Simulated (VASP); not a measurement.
**Ge: single point with PBEsol**

Ge:

```
Ge
1.0
     1.39715   -2.60052    0.00000
     1.39715    2.60052    0.00000
     0.00000    0.00000    2.69823
Ge
1
Direct
  0.50000 0.50000 0.00000
```

```
Program                : VASP 6.6.1
Task                   : single point
Functional             : PBEsol
Potentials or basis    : VASP PAW PBE potentials, release 64 (Ge_d)
Cutoff                 : 520 eV
k mesh                 : 11 × 11 × 10
Occupations            : methfessel-paxton, width 0.1 eV
Spin                   : no spin polarisation
Dipole correction      : no
Further INCAR settings : ALGO = Normal; EDIFF = 1e-07; NBANDS = 13
```

```json
{
 "Pressure": "-4.2 GPa",
 "Band gap on the k mesh": "zero (band 7 reaches 12.73 eV, above the bottom of band 8 at 3.66 eV)"
}
```

Stress tensor (GPa, compression positive):
```
-2.72  0.00  0.00
 0.00 -6.18  0.00
 0.00  0.00 -3.85
```

Levels at points of the mesh, in eV from the Fermi level:
```csv
k point,band 3,band 4,band 5,band 6,band 7,band 8,band 9,band 10,band 11,band 12
"(0.00, 0.00, 0.00)",-24.52,-24.42,-24.40,-12.84,6.68,7.15,8.66,10.21,12.50,14.86
"(0.00, 0.00, 0.50)",-24.49,-24.46,-24.43,-9.07,-5.66,9.98,11.48,16.07,16.09,17.30
```

It took 22 s on 1 thread of Intel(R) Xeon(R) Platinum 8488C (Sapphire Rapids), with other jobs on the host, peak memory 0.17 GiB.

Caveat: the PAW data sets were made with another functional, which shifts forces and pressure a little.
